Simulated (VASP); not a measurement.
# Zr12H (a cell with a defect) in VASP: notebook

The runs below take Zr12H (a cell with a defect) through single point, with PBEsol.

Everything below comes from runs of VASP 6.6.1. Logs are shortened: lines on timing, memory, paths and dates and some standing lists are left out, and cuts for length are marked.

### 1 The cell of the first run

The cell holds a defect, 13 atoms: a = 6.460 Å, b = 9.690 Å, c = 5.145 Å, α = 90.00°, β = 90.00°, γ = 120.00°.

### 2 Single point, PBEsol

File INCAR:

```
SYSTEM = Zr12H
ALGO     = Normal         ! electronic algorithm
EDIFF    = 1E-6           ! SCF threshold, eV
ENCUT    = 520            ! plane-wave cutoff, eV
GGA      = PS             ! functional
ISIF     = 2              ! what is computed and relaxed
ISMEAR   = 0              ! smearing method
LASPH    = .True.         ! aspherical terms in the spheres
LCHARG   = .False.        ! write CHGCAR
LREAL    = .False.        ! projectors in reciprocal space
LWAVE    = .False.        ! write WAVECAR
NBANDS   = 84             ! bands
NELM     = 100            ! most SCF steps
PREC     = Accurate       ! precision mode
SIGMA    = 0.05           ! smearing width, eV
```

File KPOINTS:

```
k-points
0
Gamma
  3 2 3
  0 0 0
```

File POSCAR:

```
Zr12H
1.0
    6.4600000000      0.0000000000      0.0000000000
   -4.8450000000      8.3917860000      0.0000000000
    0.0000000000      0.0000000000      5.1453900000
Zr H
12 1
Direct
   -0.0008805744     -0.0004213644      0.0000472267
    0.1615058039      0.2166915362      0.4994344452
    0.0042891862      0.3303263453     -0.0003517712
    0.1801383734      0.5594592140      0.5008222895
    0.0067678056      0.6752454126      0.0010057547
    0.1678438180      0.8921003229      0.5006743901
    0.5004834876     -0.0015600970      0.0003603225
    0.6601638489      0.2099352867      0.4999533563
    0.4937813472      0.3282810119     -0.0005777988
    0.6553742043      0.5587528090      0.5008217064
    0.5013952796      0.6713138300      0.0007453274
    0.6676171107      0.8869639907      0.5002137836
    0.8362487282      0.4468874683     -0.0003162054
```

Potentials or basis: VASP PAW PBE potentials, release 64 (Zr_sv, H).

Launch:

```sh
$ cat potpaw_PBE.64/Zr_sv/POTCAR potpaw_PBE.64/H/POTCAR > POTCAR
$ mpirun -np 1 vasp_std > vasp.out
```

OUTCAR:

```text
SYSTEM = Zr12H
   EDIFF = 1E-6
   ENCUT = 520
   GGA = PS
   ISIF = 2
   ISMEAR = 0
   LASPH = .True.
   LREAL = .False.
   NELM = 100
   PREC = Accurate

 ion  position               nearest neighbor table
   1  0.999  1.000  0.000-   2 3.15   2 3.16   6 3.16   5 3.17   6 3.17  12 3.17  12 3.17   3 3.19
                             9 3.19  11 3.20   7 3.22   7 3.24
   2  0.162  0.217  0.499-   1 3.15   1 3.16   3 3.16   3 3.16   6 3.17   9 3.17   9 3.17  12 3.19
                             8 3.21  10 3.25   8 3.25   4 3.26
   3  0.004  0.330  1.000-  13 1.92   2 3.16   2 3.16   9 3.17   1 3.19   4 3.21   8 3.21   8 3.22
                             4 3.22   7 3.24  11 3.26   9 3.29   5 3.33
   4  0.180  0.559  0.501-  10 3.07  11 3.14  11 3.14  12 3.16   3 3.21   3 3.22   5 3.22   5 3.22
                             2 3.26   6 3.26   8 3.37  10 3.39
   5  0.007  0.675  0.001-  13 1.92   6 3.15   6 3.15   7 3.16   1 3.17  11 3.21   4 3.22   4 3.22
                            10 3.24  10 3.24  11 3.25   3 3.33   9 3.34
   6  0.168  0.892  0.501-   8 3.13   5 3.15   5 3.15   1 3.16   2 3.17   1 3.17   7 3.17   7 3.18
                            12 3.21  12 3.25   4 3.26  10 3.27
   7  0.500  0.998  0.000-   8 3.12   8 3.13   5 3.16  11 3.17   6 3.17   6 3.18  12 3.18  12 3.18
                             1 3.22   9 3.22   3 3.24   1 3.24
   8  0.660  0.210  0.500-   7 3.12   7 3.13   6 3.13  12 3.15   2 3.21   9 3.21   3 3.21   9 3.21
                             3 3.22   2 3.25   4 3.37  10 3.40
   9  0.494  0.328  0.999-  13 1.92   3 3.17   2 3.17   2 3.17   1 3.19   8 3.21  10 3.21   8 3.21
                             7 3.22  10 3.23   3 3.29  11 3.30   5 3.34
  10  0.655  0.559  0.501-   4 3.07  12 3.14  11 3.14  11 3.14   9 3.21   9 3.23   5 3.24   5 3.24
                             2 3.25   6 3.27   4 3.39   8 3.40
  11  0.501  0.671  0.001-   4 3.14   4 3.14  12 3.14  10 3.14  10 3.14  12 3.15   7 3.17   1 3.20
                             5 3.21   5 3.25   3 3.26   9 3.30
  12  0.668  0.887  0.500-  10 3.14  11 3.14  11 3.15   8 3.15   4 3.16   1 3.17   1 3.17   7 3.18
                             7 3.18   2 3.19   6 3.21   6 3.25
  13  0.836  0.447  1.000-   5 1.92   9 1.92   3 1.92

  LATTYP: Found a simple monoclinic cell.
 ALAT       =     6.4600000000
 B/A-ratio  =     0.7965000000
 C/A-ratio  =     1.3228756308
 COS(beta)  =    -0.1889822400

  Lattice vectors:

 A1 = (   6.4600000000,   0.0000000000,   0.0000000000)
 A2 = (   0.0000000000,   0.0000000000,   5.1453900000)
 A3 = (  -1.6150000000,  -8.3917860000,   0.0000000000)

Analysis of symmetry for initial positions (statically):
=====================================================================
 Subroutine PRICEL returns:
 Original cell was already a primitive cell.

 Routine SETGRP: Setting up the symmetry group for a
[... 163 lines left out ...]
   IALGO  =     38    algorithm
   IMIX   =      4    mixing-type and parameters
     AMIX     =   0.40;   BMIX     =  1.00
     AMIX_MAG =   1.60;   BMIX_MAG =  1.00
  volume/ion in A,a.u.               =      21.46       144.80
  Fermi-wavevector in a.u.,A,eV,Ry     =   1.316323  2.487490 23.574895  1.732706
  Thomas-Fermi vector in A             =   2.446443
   LORBIT       =      0    0 simple, 1 ext, 2 COOP (PROOUT), +10 PAW based schemes
   GGA     = PS    functional components
   LHFCALC =     F    Hartree Fock is set to
   AEXX    =    0.0000 exact exchange contribution
   IVDW    =     0    specifies the selected vdW correction
   LEPSILON=     F    determine dielectric tensor
   LRPA    =     F    only Hartree local field effects (RPA)
 non-spin polarized calculation
 Gauss-broadening in eV      SIGMA  =   0.05
  energy-cutoff  :      520.00
  volume of cell :      278.94
 maximum number of plane-waves:      7545
   NGX = 25   NGY = 37   NGZ = 19

 number of electron     144.9999999 magnetization

 Free energy of the ion-electron system (eV)
  ---------------------------------------------------
  ext. energy  EPLUGINS =         0.00000000
  ---------------------------------------------------
  free energy    TOTEN  =      -111.98996442 eV

  energy without entropy =     -111.95564520  energy(sigma->0) =     -111.97280481

 E-fermi :   8.9028     XC(G=0): -11.2469

 val. band max:        8.8953227429   @ k =   0.0000   0.0000   0.3333
 cond. band min:       8.9290625518   @ k =   0.3333   0.0000   0.3333
 fundamental gap:      0.0337398088
 Fermi energy:         8.9027689305

 k-point     1 :       0.0000    0.0000    0.0000
  band No.  band energies     occupation
      1     -39.8183      2.00000
      2     -39.7437      2.00000
      3     -39.7205      2.00000
      4     -39.6833      2.00000
      5     -39.6514      2.00000
      6     -39.6439      2.00000
[... 859 lines left out ...]
     83       9.5590      0.00000
     84       9.8935      0.00000

------------------------ aborting loop because EDIFF is reached ----------------------------------------

  FORCE on cell =-STRESS in cart. coord.  units (eV):
  Direction    XX          YY          ZZ          XY          YZ          ZX
  --------------------------------------------------------------------------------------
  -------------------------------------------------------------------------------------
  Total       -2.3245181     -1.2429759     -1.4386572     -0.0738828      0.0140028     -0.0012308
  in kB      -13.3517533     -7.1395046     -8.2634744     -0.4243742      0.0804306     -0.0070699
  external PRESSURE =      -9.5849108 kB  Pullay stress =       0.0000000 kB

 VOLUME and BASIS-vectors are now :
 -----------------------------------------------------------------------------
  energy-cutoff  :      520.00
  volume of cell :      278.94
      direct lattice vectors                 reciprocal lattice vectors
     6.460000000  0.000000000  0.000000000     0.154798762  0.089373108  0.000000000
    -4.845000000  8.391786000  0.000000000     0.000000000  0.119164145  0.000000000
     0.000000000  0.000000000  5.145390000     0.000000000  0.000000000  0.194348728

 POSITION                                       TOTAL-FORCE (eV/Angst)
 -----------------------------------------------------------------------------------
      1.61135      8.38825      0.00024        -0.013535     -0.006524      0.000123
     -0.00654      1.81843      2.56978         0.011221     -0.007535      0.001641
     -1.57272      2.77203      5.14358        -0.001751     -0.005519      0.001275
     -1.54689      4.69486      2.57693         0.006451      0.002990     -0.003036
     -3.22784      5.66652      0.00518         0.007649      0.004601      0.000383
     -3.23796      7.48632      2.57617        -0.006164      0.006170     -0.000115
     -1.60432      8.37869      0.00185        -0.011800      0.012437      0.000074
      3.24752      1.76173      2.57245         0.007480     -0.005992      0.000177
      1.59931      2.75486      5.14242         0.004336      0.004501      0.003078
      1.52656      4.68893      2.57692         0.003348     -0.000851     -0.001530
     -0.01350      5.63352      0.00384         0.004528      0.006698     -0.001625
      0.01547      7.44321      2.57379        -0.007412     -0.006347     -0.000320
      3.23700      3.75018      5.14376        -0.004352     -0.004628     -0.000125
 -----------------------------------------------------------------------------------
    total drift:                               -0.000200      0.000321      0.000021

  FREE ENERGIE OF THE ION-ELECTRON SYSTEM (eV)
  ---------------------------------------------------
  free  energy   TOTEN  =      -111.9899644211 eV

  energy  without entropy=     -111.9556451994  energy(sigma->0) =     -111.97280481
```

Run time: 12 min. Hardware: 1 thread of Intel Xeon 8259CL, shared host; peak memory 0.43 GiB.

Results:

| Quantity | Value |
| --- | --- |
| Free energy | -111.9900 eV |
| Pressure | -1.0 GPa |
| Largest force | 0.017 eV/Å |
| Band gap on the k mesh | zero (an odd number of electrons rules out a gap without spin polarisation) |

Forces on the atoms (eV/Å):
```
Zr  -0.014 -0.007  0.000
Zr   0.011 -0.008  0.002
Zr  -0.002 -0.006  0.001
Zr   0.006  0.003 -0.003
Zr   0.008  0.005  0.000
Zr  -0.006  0.006  0.000
Zr  -0.012  0.012  0.000
Zr   0.007 -0.006  0.000
Zr   0.004  0.005  0.003
Zr   0.003 -0.001 -0.002
Zr   0.005  0.007 -0.002
Zr  -0.007 -0.006  0.000
H   -0.004 -0.005  0.000
```

Stress tensor (GPa, compression positive):
```
-1.34 -0.04  0.00
-0.04 -0.71  0.01
 0.00  0.01 -0.83
```

Caveat: the k points lie up to 0.41 Å⁻¹ apart, too coarse for converged energies and pressures of a metal; the PAW data sets were made with another functional, which shifts forces and pressure a little.

### 3 Single point, PBEsol

File INCAR:

```
SYSTEM = Zr12H
  PREC = Accurate
  ENCUT = 520
  EDIFF = 1E-6
  ISMEAR = 0
  SIGMA = 0.05
  LREAL = .FALSE.
  LASPH = .TRUE.
  NELM = 80
  ALGO = Normal
  ISIF = 2
  LWAVE = .FALSE.
  LCHARG = .FALSE.
  GGA = PS
  NBANDS = 84
```

File KPOINTS:

```
regular mesh
0
G
  3 2 3
  0 0 0
```

File POSCAR:

```
Zr12H
1.0
    6.4600000000      0.0000000000      0.0000000000
   -4.8450000000      8.3917860000      0.0000000000
    0.0000000000      0.0000000000      5.1453900000
Zr H
12 1
Direct
   -0.0011813616     -0.0007134357     -0.0034253963
    0.1610140300      0.2168381081      0.4959789248
    0.0027485920      0.3296804756     -0.0038547127
    0.1821582056      0.5599100120      0.4967464079
    0.0084020625      0.6750070843     -0.0027247692
    0.1670770668      0.8922340250      0.4969261805
    0.4996447370     -0.0014373579     -0.0038049594
    0.6592462085      0.2101402490      0.4955245375
    0.4931919275      0.3287537361     -0.0044157974
    0.6568478236      0.5589254778      0.4962150585
    0.5035089843      0.6715804002     -0.0036014763
    0.6671913212      0.8875153632      0.4962086450
    0.8355021483      0.4466133908     -0.0032504825
```

Potentials or basis: VASP PAW PBE potentials, release 64 (Zr_sv, H).

Launch:

```sh
$ cat potpaw_PBE.64/Zr_sv/POTCAR potpaw_PBE.64/H/POTCAR > POTCAR
$ mpirun -np 1 vasp_std > vasp.out
```

OUTCAR:

```text
SYSTEM = Zr12H
   PREC = Accurate
   ENCUT = 520
   EDIFF = 1E-6
   ISMEAR = 0
   LREAL = .FALSE.
   LASPH = .TRUE.
   NELM = 80
   ISIF = 2
   GGA = PS

 ion  position               nearest neighbor table
   1  0.999  0.999  0.997-   2 3.15   2 3.16   6 3.16   6 3.16  12 3.17  12 3.17   5 3.17  11 3.19
                             3 3.19   9 3.19   7 3.22   7 3.24
   2  0.161  0.217  0.496-   1 3.15   1 3.16   3 3.16   3 3.16   6 3.17   9 3.17   9 3.18  12 3.19
                             8 3.21   8 3.25   4 3.26  10 3.26
   3  0.003  0.330  0.996-  13 1.92   2 3.16   2 3.16   9 3.17   1 3.19   8 3.21   8 3.21   4 3.22
                             4 3.22   7 3.23  11 3.27   9 3.29   5 3.33
   4  0.182  0.560  0.497-  10 3.07  11 3.14  11 3.14  12 3.15   3 3.22   5 3.22   3 3.22   5 3.22
                             2 3.26   6 3.27   8 3.38  10 3.39
   5  0.008  0.675  0.997-  13 1.92   6 3.15   7 3.15   6 3.15   1 3.17  11 3.22   4 3.22   4 3.22
                            10 3.23  10 3.24  11 3.25   3 3.33   9 3.34
   6  0.167  0.892  0.497-   8 3.13   5 3.15   5 3.15   1 3.16   1 3.16   2 3.17   7 3.17   7 3.18
                            12 3.21  12 3.25  10 3.26   4 3.27
   7  0.500  0.999  0.996-   8 3.12   8 3.13   5 3.15   6 3.17   6 3.18  12 3.18  12 3.18  11 3.18
                             9 3.22   1 3.22   3 3.23   1 3.24
   8  0.659  0.210  0.496-   7 3.12   7 3.13   6 3.13  12 3.15   3 3.21   2 3.21   9 3.21   9 3.21
                             3 3.21   2 3.25   4 3.38  10 3.39
   9  0.493  0.329  0.996-  13 1.92   2 3.17   3 3.17   2 3.18   1 3.19   8 3.21   8 3.21  10 3.22
                            10 3.22   7 3.22   3 3.29  11 3.29   5 3.34
  10  0.657  0.559  0.496-   4 3.07  11 3.14  11 3.14  12 3.15   9 3.22   9 3.22   5 3.23   5 3.24
                             2 3.26   6 3.26   8 3.39   4 3.39
  11  0.504  0.672  0.996-   4 3.14   4 3.14  10 3.14  10 3.14  12 3.15  12 3.15   7 3.18   1 3.19
                             5 3.22   5 3.25   3 3.27   9 3.29
  12  0.667  0.888  0.496-  11 3.15  11 3.15  10 3.15   8 3.15   4 3.15   1 3.17   1 3.17   7 3.18
                             7 3.18   2 3.19   6 3.21   6 3.25
  13  0.836  0.447  0.997-   9 1.92   5 1.92   3 1.92

  LATTYP: Found a simple monoclinic cell.
 ALAT       =     6.4600000000
 B/A-ratio  =     0.7965000000
 C/A-ratio  =     1.3228756308
 COS(beta)  =    -0.1889822400

  Lattice vectors:
[... 198 lines left out ...]
  ---------------------------------------------------
  ext. energy  EPLUGINS =         0.00000000
  ---------------------------------------------------
  free energy    TOTEN  =      -111.99012353 eV

  energy without entropy =     -111.95621399  energy(sigma->0) =     -111.97316876

 E-fermi :   8.9028     XC(G=0): -11.2468

 val. band max:        8.8921601765   @ k =   0.3333   0.0000   0.3333
 cond. band min:       8.9284049783   @ k =   0.3333   0.0000   0.3333
 fundamental gap:      0.0362448017
 Fermi energy:         8.9028409979

 k-point     1 :       0.0000    0.0000    0.0000
  band No.  band energies     occupation
      1     -39.8181      2.00000
      2     -39.7431      2.00000
      3     -39.7203      2.00000
      4     -39.6828      2.00000
      5     -39.6518      2.00000
      6     -39.6440      2.00000
[... 859 lines left out ...]
     83       9.5591      0.00000
     84       9.8871      0.00000

------------------------ aborting loop because EDIFF is reached ----------------------------------------

  FORCE on cell =-STRESS in cart. coord.  units (eV):
  Direction    XX          YY          ZZ          XY          YZ          ZX
  --------------------------------------------------------------------------------------
  -------------------------------------------------------------------------------------
  Total       -2.2661365     -1.3006973     -1.4383453      0.0012130      0.0075091      0.0080966
  in kB      -13.0164163     -7.4710493     -8.2616831      0.0069674      0.0431315      0.0465058
  external PRESSURE =      -9.5830495 kB  Pullay stress =       0.0000000 kB

 VOLUME and BASIS-vectors are now :
 -----------------------------------------------------------------------------
  energy-cutoff  :      520.00
  volume of cell :      278.94
      direct lattice vectors                 reciprocal lattice vectors
     6.460000000  0.000000000  0.000000000     0.154798762  0.089373108  0.000000000
    -4.845000000  8.391786000  0.000000000     0.000000000  0.119164145  0.000000000
     0.000000000  0.000000000  5.145390000     0.000000000  0.000000000  0.194348728

 POSITION                                       TOTAL-FORCE (eV/Angst)
 -----------------------------------------------------------------------------------
      1.61083      8.38580      5.12777        -0.007738     -0.003682     -0.000100
     -0.01043      1.81966      2.55200         0.002955     -0.007912      0.001450
     -1.57955      2.76661      5.12556         0.004397     -0.001274     -0.003368
     -1.53602      4.69864      2.55595         0.003187     -0.007775      0.000197
     -3.21613      5.66451      5.13137         0.005692      0.010942     -0.005952
     -3.24356      7.48744      2.55688        -0.001154      0.000932      0.000806
     -1.61033      8.37972      5.12581        -0.008048      0.013201     -0.001532
      3.24060      1.76345      2.54967         0.008973     -0.000143      0.006346
      1.59321      2.75883      5.12267        -0.005189     -0.002646      0.000124
      1.53524      4.69038      2.55322         0.004993      0.000833      0.004895
     -0.00114      5.63576      5.12686        -0.007435     -0.002139     -0.001938
      0.01004      7.44784      2.55319         0.002677     -0.007132     -0.001851
      3.23350      3.74788      5.12866        -0.003309      0.006796      0.000922
 -----------------------------------------------------------------------------------
    total drift:                               -0.000161      0.000365      0.000023

  FREE ENERGIE OF THE ION-ELECTRON SYSTEM (eV)
  ---------------------------------------------------
  free  energy   TOTEN  =      -111.9901235268 eV

  energy  without entropy=     -111.9562139924  energy(sigma->0) =     -111.97316876
```

Run time: 10 min. Hardware: 1 thread of Intel Xeon 8259CL, shared host; peak memory 0.43 GiB.

Results:

```
Free energy            : -111.9901 eV
Pressure               : -1.0 GPa
Largest force          : 0.016 eV/Å
Band gap on the k mesh : zero (an odd number of electrons rules out a gap without spin polarisation)
```

Forces on the atoms (eV/Å):
```
Zr  -0.008 -0.004  0.000
Zr   0.003 -0.008  0.001
Zr   0.004 -0.001 -0.003
Zr   0.003 -0.008  0.000
Zr   0.006  0.011 -0.006
Zr  -0.001  0.001  0.001
Zr  -0.008  0.013 -0.002
Zr   0.009  0.000  0.006
Zr  -0.005 -0.003  0.000
Zr   0.005  0.001  0.005
Zr  -0.007 -0.002 -0.002
Zr   0.003 -0.007 -0.002
H   -0.003  0.007  0.001
```

Stress tensor (GPa, compression positive):
```
-1.30  0.00  0.00
 0.00 -0.75  0.00
 0.00  0.00 -0.83
```

Levels at points of the mesh, in eV from the Fermi level:
```
           k point  band 69  band 70  band 71  band 72  band 73  band 74  band 75  band 76
(0.00, 0.00, 0.00)    -0.39    -0.29     0.11     0.27     0.37     0.55     0.74     0.75
(0.00, 0.50, 0.00)    -0.21    -0.07    -0.02    -0.01     0.11     0.38     0.52     0.57
```

Caveat: the k points lie up to 0.41 Å⁻¹ apart, too coarse for converged energies and pressures of a metal; the PAW data sets were made with another functional, which shifts forces and pressure a little.

The gap in the log of VASP goes by the Fermi energy; the results here count the filled bands.